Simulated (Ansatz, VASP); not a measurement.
**One calculation of Zn, two programs**

```
Zn
1.0
     3.92830    0.00000    0.00000
     0.00000   -3.92830    0.00000
     0.00000    0.00000   -3.92830
Zn
4
Direct
  0.00000 0.50000 0.50000
  0.50000 0.00000 0.50000
  0.50000 0.50000 0.00000
  0.00000 0.00000 0.00000
```

Alike in both runs: task relaxation of cell and atoms; functional PBE; k mesh 12 × 12 × 12; occupations gaussian, width 0.1 eV; no spin polarisation.

|  | VASP | Ansatz |
| --- | --- | --- |
| version | VASP 6.6.1 | Ansatz 0.2.0 |
| potentials or method | VASP PAW PBE potentials, release 64 (Zn), cutoff 600 eV | scalar-relativistic, plane waves, PAW |
| valence electrons in the cell | 48 | 48 |

|  | VASP | Ansatz | Ansatz less VASP |
| --- | --- | --- | --- |
| gap on the k mesh at the Fermi level, each at its own relaxed structure (eV) | none | none | - |
| relaxed volume (Å³/atom) | 15.22 | 15.15 | -0.061 |
| relaxed cell length with the largest relative difference (Å) | 3.934 | 3.928 | -0.0053 |

A gap of «none» marks a metal or a gap that the smearing closes.

Noted on VASP's run: too few bands were computed for a metal, which touches its energy and stress.
